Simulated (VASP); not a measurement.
Here is a VASP 6.6.1 calculation.

Contents of POSCAR:

```
SrSiH6
1.0
    3.3263894611      0.0000000000      0.0000000000
    0.0000000000      3.3263894611      0.0000000000
    0.0000000000      0.0000000000      5.6953917067
Sr H Si
1 6 1
Direct
    0.5000000000      0.5000000000      0.5000000000
    0.5000000000      0.5000000000      0.0000000000
    0.0000000000      0.0000000000      0.5000000000
    0.0000000000      0.5000000000      0.1689825495
    0.5000000000      0.0000000000      0.8310174505
    0.5000000000      0.0000000000      0.1689825495
    0.0000000000      0.5000000000      0.8310174505
    0.0000000000      0.0000000000      0.0000000000
```

The input INCAR.step1:

```
PREC = Accurate
ENCUT = 520
ISMEAR = -1
SIGMA = 0.03
LREAL = F
LASPH = T
NELM = 100
NBANDS = 20
GGA = PE
ALGO = Normal
EDIFF = 1E-4
LWAVE = T
LCHARG = F
```

INCAR.step2

```
PREC = Accurate
ENCUT = 520
EDIFF = 1E-7
ISMEAR = -1
SIGMA = 0.03
LREAL = F
LASPH = T
NELM = 100
ALGO = Normal
ISIF = 2
LWAVE = F
LCHARG = F
METAGGA = R2SCAN
LMIXTAU = T
LUSE_VDW = T
IVDW_NL = 2
BPARAM = 11.95
CPARAM = 0.0093
NBANDS = 20
ISTART = 1
```

File KPOINTS:

```
Automatic mesh
0
Gamma
  8 8 6
```

Potentials or basis: VASP PAW PBE potentials, release 64 (Sr_sv, H, Si).

The run is started by

```console
$ cat potpaw_PBE.64/Sr_sv/POTCAR potpaw_PBE.64/H/POTCAR potpaw_PBE.64/Si/POTCAR > POTCAR
$ cp INCAR.step1 INCAR
$ mpirun -np 1 vasp_std > vasp.out
$ cp INCAR.step2 INCAR
$ mpirun -np 1 vasp_std > vasp.out
```

Predict the largest force.

0.010 eV/Å.

What does it give for the pressure?

0.2 GPa.

Estimate the band gap on the k mesh.

zero (bands 10 and 11 overlap by 4.38 eV).

Forces in eV/Å, atoms in the order of the input:
```
Sr   0.000  0.000  0.000
H    0.000  0.000  0.000
H    0.000  0.000  0.000
H    0.000  0.000 -0.010
H    0.000  0.000  0.010
H    0.000  0.000 -0.010
H    0.000  0.000  0.010
Si   0.000  0.000  0.000
```

Caveat: the PAW data sets were made with another functional, which shifts forces and pressure a little.
